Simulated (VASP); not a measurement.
Runs of VASP 6.6.1 on Si2Te4S. The structure is that of space group P-3m1 (No. 164), or close to it. The cells are those of the table. 

```csv
task,cell,k mesh,cutoff (eV),smearing,gap on the mesh (eV),pressure (GPa),relaxed volume (Å³/atom),largest force (eV/Å)
relaxation of cell and atoms,"relaxed from a = 3.900, b = 3.900, c = 13.900 Å, angles 90.0, 90.0, 120.0°, 7 atoms",5 × 5 × 2,600,gaussian 0.2 eV,none,0.1,26.47,0.04
relaxation of cell and atoms,"relaxed from a = 3.869, b = 3.869, c = 14.347 Å, angles 90.0, 90.0, 120.0°, 7 atoms",12 × 12 × 2,600,gaussian 0.1 eV,none,0.0,(a),0.01
single point,"a = 3.869, b = 3.869, c = 14.347 Å, angles 90.0, 90.0, 120.0°, 7 atoms",5 × 5 × 2,520,gaussian 0.2 eV,none,0.0,-,0.01
single point,"a = 3.854, b = 3.854, c = 14.297 Å, angles 90.0, 90.0, 120.0°, 7 atoms",12 × 12 × 2,520,gaussian 0.1 eV,none,0.0,-,0.01
single point,"a = 3.854, b = 3.854, c = 14.297 Å, angles 90.0, 90.0, 120.0°, 7 atoms",6 × 6 × 2,520,gaussian 0.2 eV,none,0.0,-,0.06
```

Alike in all rows: level PBE; potentials or basis VASP PAW PBE potentials, release 64 (Si, Te, S); no spin polarisation.

Estimate the missing entries.

(a) 26.37.

Caveats: some runs use coarse meshes; spin-orbit coupling is left out, which moves the levels of the heavy elements; this functional lacks dispersion, which binds the layers, so the pressure and a relaxed spacing across them are unreliable; the relaxation stopped at a loose force limit of 0.08 eV/Å, so its end isn't a converged minimum (some runs).

A k mesh can miss the band edges, and the runs leave out spin-orbit coupling on Te.

A gap of «none» marks levels without a gap at the run's occupations.
